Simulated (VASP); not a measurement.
Runs of VASP 6.6.1 on CrCN. The structure is that of space group P-6m2 (No. 187), or close to it. The cells are those of the table. 

```tsv
task	cell	k mesh	cutoff (eV)	gap on the mesh (eV)	pressure (GPa)	moment (μB)
single point	a = 3.497, b = 3.497, c = 3.633 Å, angles 90.0, 90.0, 120.0°, 3 atoms	6 × 6 × 6	520	none	(b)	(a)
single point	a = 3.224, b = 3.224, c = 2.898 Å, angles 90.0, 90.0, 120.0°, 3 atoms	6 × 6 × 6	520	none	0.3	0.69
single point	a = 3.218, b = 3.218, c = 2.901 Å, angles 90.0, 90.0, 120.0°, 3 atoms	18 × 18 × 16	520	none	-0.5	0.02
relaxation of cell and atoms	relaxed from a = 3.497, b = 3.497, c = 3.633 Å, angles 90.0, 90.0, 120.0°, 3 atoms	6 × 6 × 6	600	none	-0.2	0.69
```

Alike in all rows: level PBE; potentials or basis VASP PAW PBE potentials, release 64 (Cr_pv, C, N); spin collinear, ferromagnetic start; smearing gaussian 0.1 eV.

Q: Fill in the values left out.

A: (a) 0.89; (b) -30.2.

Caveats: some runs use coarse meshes; a cell with one magnetic atom can't hold antiferromagnetic order, which such compounds often take (some runs).

A gap of «none» marks levels without a gap at the run's occupations.
